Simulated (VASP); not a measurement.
Runs of VASP 6.6.1 on TlBr. Symmetry: Pm-3m, No. 221, cubic system. The conventional cell has a = 3.995 Å, b = 3.995 Å, c = 3.995 Å, α = 90.00°, β = 90.00°, γ = 90.00°. Tl (site symmetry m-3m) has 8 Br at 3.46 Å and 6 Tl at 3.99 Å within 4.5 Å. Within 4.5 Å of Br (site symmetry m-3m) lie 8 Tl at 3.46 Å and 6 Br at 3.99 Å. 

```tsv
level	potentials or basis	k mesh	cutoff (eV)	grid for exact exchange (PRECFOCK)	share of exact exchange	screening parameter	gap on the mesh (eV)	pressure (GPa)
PBE	VASP PAW PBE potentials, release 64 (Tl_d, Br)	2 × 2 × 2	500	-	-	-	1.76	4.2
HSE06	VASP PAW PBE potentials, release 64 (Tl_d, Br)	2 × 2 × 2	400	Normal	0.25	0.2079 1/Å	2.60	3.3
PBE-based screened hybrid with 10 % exact exchange	VASP PAW PBE potentials, release 64 (Tl_d, Br)	4 × 4 × 4	400	Normal	0.1	0.3 1/Å	2.09	0.9
LDA	VASP PAW LDA potentials, release 64 (Tl_d, Br)	2 × 2 × 2	500	-	-	-	1.50	0.6
PBE-based screened hybrid with 35 % exact exchange	VASP PAW PBE potentials, release 64 (Tl_d, Br)	4 × 4 × 4	400	Normal	0.35	0.3 1/Å	(a)	0.5
PBE-based screened hybrid with 15 % exact exchange	VASP PAW PBE potentials, release 64 (Tl_d, Br)	4 × 4 × 4	400	Normal	0.15	0.2078 1/Å	2.30	(b)
PBE-based screened hybrid with 30 % exact exchange	VASP PAW PBE potentials, release 64 (Tl_d, Br)	4 × 4 × 4	400	Normal	0.3	0.5 1/Å	2.26	0.7
```

Alike in all rows: task single point; no spin polarisation; cell as given; smearing gaussian 0.01 eV.

Problem. Estimate the missing entries.

Solution. (a) 2.64; (b) 0.8.

Caveats: some runs use coarse meshes; spin-orbit coupling is left out, which moves the levels of the heavy elements; the PAW data sets were made with another functional, which shifts forces and pressure a little (at least some runs).

A k mesh can miss the band edges, and the runs leave out spin-orbit coupling on Br, Tl.
